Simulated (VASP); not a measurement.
# Pd (Im-3m) in VASP: further runs, part 2 of 2

VASP 6.6.1. Earlier steps stand in the parts before.

**3. Single point, r2SCAN, collinear spin (15.65 Å³/atom)**

This run uses another cell than the first one, of 15.65 Å³/atom.

The input, POSCAR:

```
Pd
1.0
   -1.5756875359      1.5756875359      1.5756875359
    1.5756875359     -1.5756875359      1.5756875359
    1.5756875359      1.5756875359     -1.5756875359
Pd
1
Direct
    0.0000000000      0.0000000000      0.0000000000
```

The input, INCAR.step1:

```
SYSTEM = Pd
PREC     = Accurate       ! precision mode
ENCUT    = 520            ! plane-wave cutoff, eV
ISMEAR   = -1             ! smearing method
SIGMA    = 0.05           ! smearing width, eV
LREAL    = .False.        ! projectors in reciprocal space
LASPH    = .True.         ! aspherical terms in the spheres
NELM     = 150            ! most SCF steps
ISPIN    = 2              ! spin polarisation
MAGMOM   = 0.5            ! initial moments
LMAXMIX  = 4              ! l up to which the mixer works
NBANDS   = 15             ! bands
GGA      = PE             ! functional
ALGO     = Normal         ! electronic algorithm
EDIFF    = 1E-4           ! SCF threshold, eV
LWAVE    = .True.         ! write WAVECAR
LCHARG   = .False.        ! write CHGCAR
```

The input, INCAR.step2:

```
SYSTEM = Pd
PREC     = Accurate       ! precision mode
ENCUT    = 520            ! plane-wave cutoff, eV
EDIFF    = 1E-6           ! SCF threshold, eV
ISMEAR   = -1             ! smearing method
SIGMA    = 0.05           ! smearing width, eV
LREAL    = .False.        ! projectors in reciprocal space
LASPH    = .True.         ! aspherical terms in the spheres
NELM     = 150            ! most SCF steps
ALGO     = Normal         ! electronic algorithm
ISIF     = 2              ! what is computed and relaxed
LWAVE    = .False.        ! write WAVECAR
LCHARG   = .False.        ! write CHGCAR
ISPIN    = 2              ! spin polarisation
MAGMOM   = 0.5            ! initial moments
LORBIT   = 11             ! projections on sites
LMAXMIX  = 4              ! l up to which the mixer works
METAGGA  = R2SCAN         ! meta-GGA
LMIXTAU  = .True.       
NBANDS   = 15             ! bands
ISTART   = 1
```

The input, KPOINTS:

```
Automatic mesh
0
Gamma
  16 16 16
  0 0 0
```

Potentials or basis: VASP PAW PBE potentials, release 64 (Pd).

On the command line:

```console
> cat potpaw_PBE.64/Pd/POTCAR > POTCAR
> cp INCAR.step1 INCAR
> mpirun -np 1 vasp_std > vasp.out
> cp INCAR.step2 INCAR
> mpirun -np 1 vasp_std > vasp.out
```

OUTCAR:

```text
SYSTEM = Pd
   PREC = Accurate
   ENCUT = 520
   EDIFF = 1E-6
   ISMEAR = -1
   LREAL = .False.
   LASPH = .True.
   NELM = 150
   ISIF = 2
   ISPIN = 2
   LORBIT = 11
   METAGGA = R2SCAN
   ISTART = 1

 ion  position               nearest neighbor table
   1  0.000  0.000  0.000-

  LATTYP: Found a body centered cubic cell.
 ALAT       =     3.1513750718

  Lattice vectors:

 A1 = (  -1.5756875359,   1.5756875359,   1.5756875359)
 A2 = (   1.5756875359,  -1.5756875359,   1.5756875359)
 A3 = (   1.5756875359,   1.5756875359,  -1.5756875359)

[... 1069 lines left out ...]
  -------------------------------------------------------------------------------------
  Total       -0.5728884     -0.5728884     -0.5728884      0.0000000      0.0000000      0.0000000
  in kB      -58.6557174    -58.6557174    -58.6557174      0.0000000      0.0000000      0.0000000
  external PRESSURE =     -58.6557174 kB  Pullay stress =       0.0000000 kB

 VOLUME and BASIS-vectors are now :
 -----------------------------------------------------------------------------
  energy-cutoff  :      520.00
  volume of cell :       15.65
      direct lattice vectors                 reciprocal lattice vectors
    -1.575687536  1.575687536  1.575687536     0.000000000  0.317321797  0.317321797
     1.575687536 -1.575687536  1.575687536     0.317321797  0.000000000  0.317321797
     1.575687536  1.575687536 -1.575687536     0.317321797  0.317321797  0.000000000

 POSITION                                       TOTAL-FORCE (eV/Angst)
 -----------------------------------------------------------------------------------
      0.00000      0.00000      0.00000         0.000000      0.000000      0.000000
 -----------------------------------------------------------------------------------
    total drift:                                0.000000     -0.000000      0.000000

  FREE ENERGIE OF THE ION-ELECTRON SYSTEM (eV)
  ---------------------------------------------------
  free  energy   TOTEN  =       -22.8999013289 eV

  energy  without entropy=      -22.8892120960  energy(sigma->0) =      -22.89455671

 total charge

# of ion       s       p       d       tot
------------------------------------------
    1        0.481   0.393   8.504   9.378

 magnetization (x)

# of ion       s       p       d       tot
------------------------------------------
    1        0.000   0.000  -0.001  -0.001
```

OUTCAR.step1:

```text
SYSTEM = Pd
   PREC = Accurate
   ENCUT = 520
   ISMEAR = -1
   LREAL = .False.
   LASPH = .True.
[... 1103 lines left out ...]
 -----------------------------------------------------------------------------------
      0.00000      0.00000      0.00000         0.000000     -0.000000      0.000000
 -----------------------------------------------------------------------------------
    total drift:                                0.000000     -0.000000      0.000000

  FREE ENERGIE OF THE ION-ELECTRON SYSTEM (eV)
  ---------------------------------------------------
  free  energy   TOTEN  =        -5.1761999337 eV

  energy  without entropy=       -5.1645783497  energy(sigma->0) =       -5.17038914
```

OSZICAR.step1:

```text
N       E                     dE             d eps       ncg     rms          rms(c)
DAV:   1     0.468376488843E+02    0.46838E+02   -0.44691E+03  8755   0.582E+02
DAV:   2    -0.459010780660E+01   -0.51428E+02   -0.49078E+02 11108   0.158E+02
DAV:   3    -0.540051730324E+01   -0.81041E+00   -0.80828E+00 11815   0.198E+01
DAV:   4    -0.540297105985E+01   -0.24538E-02   -0.24536E-02 10257   0.115E+00
DAV:   5    -0.540298868198E+01   -0.17622E-04   -0.17622E-04 11617   0.879E-02    0.660E+00
DAV:   6    -0.518501910304E+01    0.21797E+00   -0.93423E-01 12634   0.596E+00    0.324E+00
DAV:   7    -0.517886466464E+01    0.61544E-02   -0.83007E-03 10695   0.566E-01    0.178E+00
DAV:   8    -0.517602747251E+01    0.28372E-02   -0.17662E-03 12193   0.212E-01    0.531E-01
DAV:   9    -0.517619037375E+01   -0.16290E-03   -0.21149E-04 10551   0.949E-02    0.343E-02
DAV:  10    -0.517619993372E+01   -0.95600E-05   -0.11950E-05  7094   0.220E-02
   1 F= -.51761999E+01 E0= -.51703891E+01  d E =-.116216E-01  mag=     0.0003
```

Wall time 1.9 min (1 thread of AMD EPYC 9R45 (Zen 5), shared host); peak memory 0.14 GiB.

What came out:

* Free energy: -22.8999 eV
* Pressure: -5.9 GPa
* Band gap on the k mesh: zero (filled and empty bands overlap)
* Net moment: 0.00 μB per cell
* Valence electrons inside the program's atomic spheres: Pd 9.38

Levels at points of the mesh, in eV from the Fermi level:
Spin up:
```
           k point  band 2  band 3  band 4  band 5  band 6  band 7  band 8  band 9
(0.00, 0.00, 0.00)   -2.80   -2.80   -2.80   -0.97   -0.97   20.17   20.17   20.17
(0.50, 0.00, 0.00)   -3.93   -1.03   -0.76    0.55    1.76    7.85   15.75   18.11
(0.50, 0.50, 0.50)   -4.96    0.19    0.19    0.19    9.55    9.55    9.55   17.51
```
Spin down:
```tsv
k point	band 3	band 4	band 5	band 6	band 7	band 8
(0.00, 0.00, 0.00)	-2.81	-2.81	-0.97	-0.97	20.17	20.17
(0.50, 0.00, 0.00)	-1.03	-0.76	0.55	1.76	7.84	15.75
(0.50, 0.50, 0.50)	0.19	0.19	0.19	9.55	9.55	9.55
```

Caveat: the cell stands under tension; the PAW data sets were made with another functional, which shifts forces and pressure a little.

**4. Single point, r2SCAN, collinear spin (16.25 Å³/atom)**

This run uses another cell than the first one, of 16.25 Å³/atom.

The input, POSCAR:

```
Pd
1.0
   -1.5956350653      1.5956350653      1.5956350653
    1.5956350653     -1.5956350653      1.5956350653
    1.5956350653      1.5956350653     -1.5956350653
Pd
1
Direct
    0.0000000000      0.0000000000      0.0000000000
```

The input, INCAR.step1:

```
SYSTEM = Pd
ALGO = Normal ; EDIFF = 1E-4
ENCUT = 520 ; GGA = PE
ISMEAR = -1 ; ISPIN = 2
LASPH = .TRUE. ; LCHARG = .FALSE.
LMAXMIX = 4 ; LREAL = .FALSE.
LWAVE = .TRUE. ; MAGMOM = 0.5
NBANDS = 15 ; NELM = 150
PREC = Accurate ; SIGMA = 0.05
```

The input, INCAR.step2:

```
SYSTEM = Pd
ALGO = Normal ; EDIFF = 1E-6
ENCUT = 520 ; ISIF = 2
ISMEAR = -1 ; ISPIN = 2
ISTART = 1 ; LASPH = .TRUE.
LCHARG = .FALSE. ; LMAXMIX = 4
LMIXTAU = .TRUE. ; LORBIT = 11
LREAL = .FALSE. ; LWAVE = .FALSE.
MAGMOM = 0.5 ; METAGGA = R2SCAN
NBANDS = 15 ; NELM = 150
PREC = Accurate ; SIGMA = 0.05
```

The input, KPOINTS:

```
k-points
0
G
  16 16 16
  0 0 0
```

On the command line:

```console
> cat potpaw_PBE.64/Pd/POTCAR > POTCAR
> cp INCAR.step1 INCAR
> mpirun -np 1 vasp_std > vasp.out
> cp INCAR.step2 INCAR
> mpirun -np 1 vasp_std > vasp.out
```

It took 3 min on 1 thread of AMD EPYC 9R45 (Zen 5), shared host; peak memory 0.16 GiB.

It converged, with:

| Item | Value |
| --- | --- |
| Free energy | -22.8683 eV |
| Pressure | -10.8 GPa |
| Band gap on the k mesh | zero (filled and empty bands overlap) |
| Net moment | 0.00 μB per cell |
| Valence electrons inside the program's atomic spheres | Pd 9.31 |

Levels at points of the mesh, in eV from the Fermi level:
Spin up:
```csv
k point,band 3,band 4,band 5,band 6,band 7,band 8
"(0.00, 0.00, 0.00)",-2.64,-2.64,-0.92,-0.92,20.05,20.05
"(0.50, 0.00, 0.00)",-0.97,-0.72,0.51,1.83,7.54,15.63
"(0.50, 0.50, 0.50)",0.17,0.17,0.17,9.40,9.40,9.40
```
Spin down:
| k point | band 2 | band 3 | band 4 | band 5 | band 6 | band 7 | band 8 | band 9 |
| --- | --- | --- | --- | --- | --- | --- | --- | --- |
| (0.00, 0.00, 0.00) | -2.64 | -2.64 | -2.64 | -0.92 | -0.92 | 20.05 | 20.05 | 20.05 |
| (0.50, 0.00, 0.00) | -3.70 | -0.97 | -0.72 | 0.51 | 1.83 | 7.54 | 15.63 | 17.70 |
| (0.50, 0.50, 0.50) | -4.66 | 0.17 | 0.17 | 0.17 | 9.40 | 9.40 | 9.40 | 16.88 |

Caveat: the cell stands under tension; the PAW data sets were made with another functional, which shifts forces and pressure a little.

**5. Single point, r2SCAN, collinear spin (16.85 Å³/atom)**

This run uses another cell than the first one, of 16.85 Å³/atom.

The input, POSCAR:

```
Pd
1.0
   -1.6150959475      1.6150959475      1.6150959475
    1.6150959475     -1.6150959475      1.6150959475
    1.6150959475      1.6150959475     -1.6150959475
Pd
1
Direct
    0.0000000000      0.0000000000      0.0000000000
```

The input, INCAR.step1:

```
SYSTEM = Pd
ALGO = Normal
EDIFF = 1E-4
ENCUT = 520
GGA = PE
ISMEAR = -1
ISPIN = 2
LASPH = .TRUE.
LCHARG = .FALSE.
LMAXMIX = 4
LREAL = .FALSE.
LWAVE = .TRUE.
MAGMOM = 0.5
NBANDS = 15
NELM = 150
PREC = Accurate
SIGMA = 0.05
```

The input, INCAR.step2:

```
SYSTEM = Pd
ALGO = Normal
EDIFF = 1E-7
ENCUT = 520
ISIF = 2
ISMEAR = -1
ISPIN = 2
ISTART = 1
LASPH = .TRUE.
LCHARG = .FALSE.
LMAXMIX = 4
LMIXTAU = .TRUE.
LORBIT = 11
LREAL = .FALSE.
LWAVE = .FALSE.
MAGMOM = 0.5
METAGGA = R2SCAN
NBANDS = 15
NELM = 150
PREC = Accurate
SIGMA = 0.05
```

KPOINTS is that of step 4.

On the command line:

```console
> cat potpaw_PBE.64/Pd/POTCAR > POTCAR
> cp INCAR.step1 INCAR
> mpirun -np 1 vasp_std > vasp.out
> cp INCAR.step2 INCAR
> mpirun -np 1 vasp_std > vasp.out
```

It took 2.9 min on 1 thread of AMD EPYC 9R45 (Zen 5), shared host; peak memory 0.17 GiB.

It converged, with:

| Property | Result |
| --- | --- |
| Free energy | -22.8204 eV |
| Pressure | -14.6 GPa |
| Band gap on the k mesh | zero (filled and empty bands overlap) |
| Net moment | 0.00 μB per cell |
| Valence electrons inside the program's atomic spheres | Pd 9.26 |

Levels at points of the mesh, in eV from the Fermi level:
Spin up:
```tsv
k point	band 3	band 4	band 5	band 6	band 7	band 8
(0.00, 0.00, 0.00)	-2.50	-2.50	-0.87	-0.87	19.93	19.93
(0.50, 0.00, 0.00)	-0.92	-0.69	0.47	1.90	7.26	15.50
(0.50, 0.50, 0.50)	0.15	0.15	0.15	9.25	9.25	9.25
```
Spin down:
```
           k point  band 1  band 2  band 3  band 4  band 5  band 6  band 7  band 8  band 9  band 10
(0.00, 0.00, 0.00)   -6.18   -2.50   -2.50   -2.50   -0.86   -0.86   19.93   19.93   19.93    23.09
(0.50, 0.00, 0.00)   -4.46   -3.49   -0.92   -0.69    0.47    1.90    7.26   15.50   17.32    23.00
(0.50, 0.50, 0.50)   -4.39   -4.39    0.16    0.16    0.16    9.25    9.25    9.25   16.28    16.86
```

Caveat: the cell stands under tension; the PAW data sets were made with another functional, which shifts forces and pressure a little.

**6. The runs side by side**

| cell | gap on the mesh (eV) | pressure (GPa) | moment (μB) |
| --- | --- | --- | --- |
| a = 2.694 Å, angles 109.5°, 1 atom | none | 0.6 | 0.00 |
| a = 2.729 Å, angles 109.5°, 1 atom | none | -5.9 | 0.00 |
| a = 2.764 Å, angles 109.5°, 1 atom | none | -10.8 | 0.00 |
| a = 2.797 Å, angles 109.5°, 1 atom | none | -14.6 | 0.00 |

Alike in all rows: task single point; level r2SCAN; potentials or basis VASP PAW PBE potentials, release 64 (Pd); spin collinear; k mesh 16 × 16 × 16; cutoff (eV) 520; smearing fermi-dirac 0.05 eV.

Caveats: the PAW data sets were made with another functional, which shifts forces and pressure a little; the cell stands under tension (at least some runs).

Absolute energies hang on the potentials; compare differences alone.
